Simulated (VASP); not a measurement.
Here is a VASP 6.6.1 calculation.

INCAR

```
SYSTEM = Si7Ge
PREC = Accurate
ENCUT = 520
EDIFF = 1E-8
ISMEAR = 0
SIGMA = 0.03
LREAL = .False.
LASPH = .True.
NELM = 60
ALGO = Normal
ISIF = 2
LWAVE = .False.
LCHARG = .False.
GGA = PS
NBANDS = 31
IBRION = 8
NSW = 1
```

The input KPOINTS:

```
regular mesh
0
Gamma
  6 6 6
  0 0 0
```

File POSCAR:

```
Si7Ge
1.0
    5.4591768537      0.0000000000      0.0000000000
    0.0000000000      5.4591768537      0.0000000000
    0.0000000000      0.0000000000      5.4591768537
Si Ge
7 1
Direct
    0.2525976808      0.2525976808      0.2525976808
    0.0000000000      0.5000000000      0.5000000000
    0.5000000000      0.5000000000      0.0000000000
    0.5000000000      0.0000000000      0.5000000000
    0.7474023192      0.2525976808      0.7474023192
    0.7474023192      0.7474023192      0.2525976808
    0.2525976808      0.7474023192      0.7474023192
    0.0000000000      0.0000000000      0.0000000000
```

Potentials or basis: VASP PAW PBE potentials, release 64 (Si, Ge_d).

Command:

```console
$ cat potpaw_PBE.64/Si/POTCAR potpaw_PBE.64/Ge_d/POTCAR > POTCAR
$ mpirun -np 1 vasp_std > vasp.out
```

(1) What does it give for the highest phonon frequency at Γ?

## Answers

(1) 498 cm⁻¹.
